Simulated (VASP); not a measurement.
# Tl (P6_3/mmc) in VASP: a series of runs

Runs on Tl. Level: PBE+D3(BJ). Tasks: single point, relaxation of cell and atoms.

Everything below comes from runs of VASP 6.6.1. Logs are shortened: lines on timing, memory, paths and dates and some standing lists are left out, and cuts for length are marked.

**1. The cell of the first run**

The structure is hexagonal, space group P6_3/mmc (No. 194). Conventional cell: a = 3.456 Å, b = 3.456 Å, c = 5.525 Å, α = 90.00°, β = 90.00°, γ = 120.00°. Within 4.5 Å of Tl (site symmetry -6m2) lie 12 Tl at 3.41 to 3.46 Å.

**2. Single point, PBE+D3(BJ)**

Contents of INCAR:

```
PREC = Accurate
ENCUT = 520
EDIFF = 1E-6
ISMEAR = 0
SIGMA = 0.1
LREAL = F
LASPH = T
NELM = 100
ALGO = Normal
ISIF = 2
LWAVE = F
LCHARG = T
GGA = PE
IVDW = 12
LELF = T
LVHAR = T
NBANDS = 20
```

Contents of KPOINTS:

```
regular mesh
0
Gamma
  6 6 4
```

Contents of POSCAR:

```
Tl
1.0
    3.4560000000      0.0000000000      0.0000000000
   -1.7280000000      2.9929837955      0.0000000000
    0.0000000000      0.0000000000      5.5250000000
Tl
2
Direct
    0.3333333333      0.6666666667      0.2500000000
    0.6666666667      0.3333333333      0.7500000000
```

Potentials or basis: VASP PAW PBE potentials, release 64 (Tl_d).

Run with:

```console
cat potpaw_PBE.64/Tl_d/POTCAR > POTCAR
mpirun -np 1 vasp_std > vasp.out
```

OUTCAR:

```text
PREC = Accurate
   ENCUT = 520
   EDIFF = 1E-6
   ISMEAR = 0
   LREAL = F
   LASPH = T
   NELM = 100
   ISIF = 2
   GGA = PE
   IVDW = 12
 IVDW          = 12

 ion  position               nearest neighbor table
   1  0.333  0.667  0.250-   2 3.41   2 3.41   2 3.41   2 3.41   2 3.41   2 3.41
   2  0.667  0.333  0.750-   1 3.41   1 3.41   1 3.41   1 3.41   1 3.41   1 3.41

  LATTYP: Found a hexagonal cell.
 ALAT       =     3.4560000000
 C/A-ratio  =     1.5986689815

  Lattice vectors:

 A1 = (   3.4560000000,   0.0000000000,   0.0000000000)
 A2 = (  -1.7280000000,   2.9929837955,   0.0000000000)
 A3 = (   0.0000000000,   0.0000000000,   5.5250000000)

Analysis of symmetry for initial positions (statically):
=====================================================================
 Subroutine PRICEL returns:
 Original cell was already a primitive cell.

 Routine SETGRP: Setting up the symmetry group for a
 hexagonal supercell.

 Subroutine GETGRP returns: Found 24 space group operations
 (whereof 12 operations were pure point group operations)
 out of a pool of 24 trial point group operations.

The static configuration has the point symmetry D_3d.
 The point group associated with its full space group is D_6h.

Analysis of symmetry for dynamics (positions and initial velocities):
=====================================================================
 Subroutine PRICEL returns:
 Original cell was already a primitive cell.

 Routine SETGRP: Setting up the symmetry group for a
 hexagonal supercell.

 Subroutine GETGRP returns: Found 24 space group operations
 (whereof 12 operations were pure point group operations)
 out of a pool of 24 trial point group operations.

The dynamic configuration has the point symmetry D_3d.
 The point group associated with its full space group is D_6h.

 Subroutine INISYM returns: Found 24 space group operations
 (whereof 12 operations are pure point group operations),
 and found     1 'primitive' translations

----------------------------------------------------------------------------------------

                                     Primitive cell

  volume of cell :      57.1492

  direct lattice vectors                    reciprocal lattice vectors
     3.456000000  0.000000000  0.000000000     0.289351852  0.167057370  0.000000000
    -1.728000000  2.992983795  0.000000000     0.000000000  0.334114739  0.000000000
     0.000000000  0.000000000  5.525000000     0.000000000  0.000000000  0.180995475

  length of vectors
     3.456000000  3.456000000  5.525000000     0.334114739  0.334114739  0.180995475

  position of ions in fractional coordinates (direct lattice)
     0.333333333  0.666666667  0.250000000
     0.666666667  0.333333333  0.750000000

  ion indices of the primitive-cell ions
   primitive index   ion index
                 1           1
                 2           2

----------------------------------------------------------------------------------------

 KPOINTS: regular mesh

Automatic generation of k-mesh.
 Grid dimensions read from file:
 generate k-points for:    6    6    4

 Generating k-lattice:

  Cartesian coordinates                     Fractional coordinates (reciprocal lattice)
     0.048225309  0.027842895  0.000000000     0.166666667 -0.000000000  0.000000000
     0.000000000  0.055685790  0.000000000     0.000000000  0.166666667  0.000000000
     0.000000000  0.000000000  0.045248869     0.000000000  0.000000000  0.250000000

  Length of vectors
     0.055685790  0.055685790  0.045248869

  Shift w.r.t. Gamma in fractional coordinates (k-lattice)
     0.000000000  0.000000000  0.000000000

 Subroutine IBZKPT returns following result:
 ===========================================

 Found     21 irreducible k-points:

 Following reciprocal coordinates:
            Coordinates               Weight
  0.000000  0.000000  0.000000      1.000000
  0.166667  0.000000  0.000000      6.000000
  0.333333  0.000000  0.000000      6.000000
  0.500000  0.000000  0.000000      3.000000
  0.166667  0.166667  0.000000      6.000000
  0.333333  0.166667  0.000000     12.000000
[... 13 lines left out ...]
  0.333333  0.166667  0.500000     12.000000
  0.333333  0.333333  0.500000      2.000000
   k-points           NKPTS =     21   k-points in BZ     NKDIM =     21   number of bands    NBANDS=     20
   number of dos      NEDOS =    301   number of ions     NIONS =      2
   total plane-waves  NPLWV =  32928
   dimension x,y,z NGX =    28 NGY =   28 NGZ =   42
   dimension x,y,z NGXF=    56 NGYF=   56 NGZF=   84
   ions per type =               2
   NGX,Y,Z   is equivalent  to a cutoff of  13.47, 13.47, 12.64 a.u.
   NGXF,Y,Z  is equivalent  to a cutoff of  26.94, 26.94, 25.28 a.u.
 SYSTEM =  unknown system
   PREC   = accura    normal or accurate (medium, high low for compatibility)
   ISTART =      0    job   : 0-new  1-cont  2-samecut
   ICHARG =      2    charge: 1-file 2-atom 10-const
   ISPIN  =      1    spin polarized calculation?
   LNONCOLLINEAR =      F non collinear calculations
   LSORBIT =      F    spin-orbit coupling
   LASPH  =      T    aspherical Exc in radial PAW
   ENCUT  =  520.0 eV  38.22 Ry    6.18 a.u.   6.43  6.43 10.27*2*pi/ulx,y,z
   NELM   =    100;   NELMIN=  2; NELMDL= -5     # of ELM steps
   EDIFF  = 0.1E-05   stopping-criterion for ELM
   LREAL  =      F    real-space projection
   EDIFFG = 0.1E-04   stopping-criterion for IOM
   NSW    =      0    number of steps for IOM
   IBRION =     -1    ionic relax: 0-MD 1-quasi-New 2-CG
   NFREE  =      0    steps in history (QN), initial steepest desc. (CG)
   ISIF   =      2    stress and relaxation
   ISYM   =      2    0-nonsym 1-usesym 2-fastsym
   POTIM  = 0.5000    time-step for ionic-motion
   TEBEG  =    0.0;   TEEND  =   0.0 temperature during run
   PSTRESS=    0.0 pullay stress
   NELECT =      26.0000    total number of electrons
   NUPDOWN=      -1.0000    fix difference up-down
   EMIN   =  10.00;   EMAX   =-10.00  energy-range for DOS
   EFERMI =   0.00;   METHOD = LEGACY
   ISMEAR =     0;   SIGMA  =   0.10  broadening in eV -4-tet -1-fermi 0-gaus
   EFERMI_NEDOS =   21; number of points for ismear=-14 and -15
   IALGO  =     38    algorithm
   IMIX   =      4    mixing-type and parameters
     AMIX     =   0.40;   BMIX     =  1.00
     AMIX_MAG =   1.60;   BMIX_MAG =  1.00
  volume/ion in A,a.u.               =      28.57       192.83
  Fermi-wavevector in a.u.,A,eV,Ry     =   1.259107  2.379366 21.569987  1.585349
  Thomas-Fermi vector in A             =   2.392683
   LORBIT       =      0    0 simple, 1 ext, 2 COOP (PROOUT), +10 PAW based schemes
   GGA     = PE    functional components
   LHFCALC =     F    Hartree Fock is set to
   AEXX    =    0.0000 exact exchange contribution
   IVDW    =    12    specifies the selected vdW correction
   LEPSILON=     F    determine dielectric tensor
   LRPA    =     F    only Hartree local field effects (RPA)
 non-spin polarized calculation
 Gauss-broadening in eV      SIGMA  =   0.10
  energy-cutoff  :      520.00
  volume of cell :       57.15
 maximum number of plane-waves:      1554
 NGX is ok and might be reduce to    28
   NGX = 13   NGY = 13   NGZ = 21

 number of electron      26.0000004 magnetization

 Free energy of the ion-electron system (eV)
  ---------------------------------------------------
  ext. energy  EPLUGINS =         0.00000000
  ---------------------------------------------------
  free energy    TOTEN  =        -4.37585719 eV

  energy without entropy =       -4.36944830  energy(sigma->0) =       -4.37265274

 E-fermi :   6.6500     XC(G=0): -10.1966

 val. band max:        6.5833408720   @ k =   0.1667   0.0000   0.2500
 cond. band min:       6.6500057859   @ k =   0.3333   0.3333   0.2500
 fundamental gap:      0.0666649139
 Fermi energy:         6.6499747433

 k-point     1 :       0.0000    0.0000    0.0000
  band No.  band energies     occupation
      1      -5.2296      2.00000
      2      -4.9996      2.00000
      3      -4.9864      2.00000
      4      -4.9864      2.00000
      5      -4.9328      2.00000
      6      -4.9328      2.00000
[... 12 lines left out ...]
     19      17.4085      0.00000
     20      17.5045      0.00000

 k-point     2 :       0.1667    0.0000    0.0000
  band No.  band energies     occupation
      1      -5.1844      2.00000
      2      -5.0434      2.00000
      3      -4.9513      2.00000
      4      -4.9343      2.00000
      5      -4.9139      2.00000
      6      -4.8748      2.00000
[... 12 lines left out ...]
     19      16.9509      0.00000
     20      18.4388      0.00000

 k-point     3 :       0.3333    0.0000    0.0000
  band No.  band energies     occupation
      1      -5.2908      2.00000
      2      -5.1049      2.00000
      3      -5.0763      2.00000
      4      -4.9975      2.00000
      5      -4.8592      2.00000
      6      -4.7627      2.00000
[... 12 lines left out ...]
     19      15.5067      0.00000
     20      16.9260      0.00000

 k-point     4 :       0.5000    0.0000    0.0000
  band No.  band energies     occupation
      1      -5.3539      2.00000
      2      -5.1982      2.00000
      3      -5.1249      2.00000
      4      -5.0352      2.00000
      5      -4.8109      2.00000
      6      -4.7952      2.00000
[... 12 lines left out ...]
     19      14.8066      0.00000
     20      16.3847      0.00000

 k-point     5 :       0.1667    0.1667    0.0000
  band No.  band energies     occupation
      1      -5.1256      2.00000
      2      -5.1169      2.00000
      3      -5.0569      2.00000
      4      -4.9785      2.00000
      5      -4.8826      2.00000
      6      -4.8012      2.00000
[... 12 lines left out ...]
     19      15.9098      0.00000
     20      17.9631      0.00000
[... 284 lines left out ...]
      6      -4.7761      2.00000
[... 12 lines left out ...]
     19      15.3124      0.00000
     20      15.3124      0.00000

 k-point    19 :       0.1667    0.1667    0.5000
  band No.  band energies     occupation
      1      -5.1394      2.00000
      2      -5.1394      2.00000
      3      -4.9847      2.00000
      4      -4.9847      2.00000
      5      -4.8558      2.00000
      6      -4.8558      2.00000
[... 12 lines left out ...]
     19      18.2503      0.00000
     20      18.2503      0.00000

 k-point    20 :       0.3333    0.1667    0.5000
  band No.  band energies     occupation
      1      -5.1801      2.00000
      2      -5.1801      2.00000
      3      -5.0540      2.00000
      4      -5.0540      2.00000
      5      -4.8235      2.00000
      6      -4.8235      2.00000
[... 12 lines left out ...]
     19      17.6476      0.00000
     20      17.6476      0.00000

 k-point    21 :       0.3333    0.3333    0.5000
  band No.  band energies     occupation
      1      -5.1549      2.00000
      2      -5.1549      2.00000
      3      -4.9299      2.00000
      4      -4.9299      2.00000
      5      -4.8137      2.00000
      6      -4.8137      2.00000
[... 12 lines left out ...]
     19      17.5124      0.00000
     20      17.5124      0.00000

------------------------ aborting loop because EDIFF is reached ----------------------------------------

 Edisp (eV)   -0.68598

 E8    (eV) :    -0.3587

  FORCE on cell =-STRESS in cart. coord.  units (eV):
  Direction    XX          YY          ZZ          XY          YZ          ZX
  --------------------------------------------------------------------------------------
  -------------------------------------------------------------------------------------
  Total       0.06001     0.06001     0.99576     0.00000     0.00000     0.00000
  in kB       1.68249     1.68249    27.91610     0.00000     0.00000     0.00000
  external pressure =       10.43 kB  Pullay stress =        0.00 kB

 VOLUME and BASIS-vectors are now :
 -----------------------------------------------------------------------------
  energy-cutoff  :      520.00
  volume of cell :       57.15
      direct lattice vectors                 reciprocal lattice vectors
     3.456000000  0.000000000  0.000000000     0.289351852  0.167057370  0.000000000
    -1.728000000  2.992983795  0.000000000     0.000000000  0.334114739  0.000000000
     0.000000000  0.000000000  5.525000000     0.000000000  0.000000000  0.180995475

 POSITION                                       TOTAL-FORCE (eV/Angst)
 -----------------------------------------------------------------------------------
     -0.00000      1.99532      1.38125         0.000000     -0.000000      0.000000
      1.72800      0.99766      4.14375        -0.000000      0.000000      0.000000
 -----------------------------------------------------------------------------------
    total drift:                               -0.000000      0.000000     -0.000000

  FREE ENERGIE OF THE ION-ELECTRON SYSTEM (eV)
  ---------------------------------------------------
  free  energy   TOTEN  =        -5.0618390331 eV

  energy  without entropy=       -5.0554301458  energy(sigma->0) =       -5.05863459
```

Wall time 13 s (1 thread of Intel Xeon Platinum 8488C (Sapphire Rapids), shared host); peak memory 0.18 GiB.

What came out:

```yaml
Free_energy: -5.0618 eV
Pressure: 1.0 GPa
Band_gap_on_the_k_mesh: zero (band 13 reaches 10.07 eV, above the bottom of band 14 at 4.30 eV)
Dispersion_energy_per_atom: -0.343 eV
```

Caveat: spin-orbit coupling is left out, which moves the levels of the heavy elements; pairwise dispersion overbinds metals, which lowers pressure and volume.

(Part 1 of 2 ends here.)
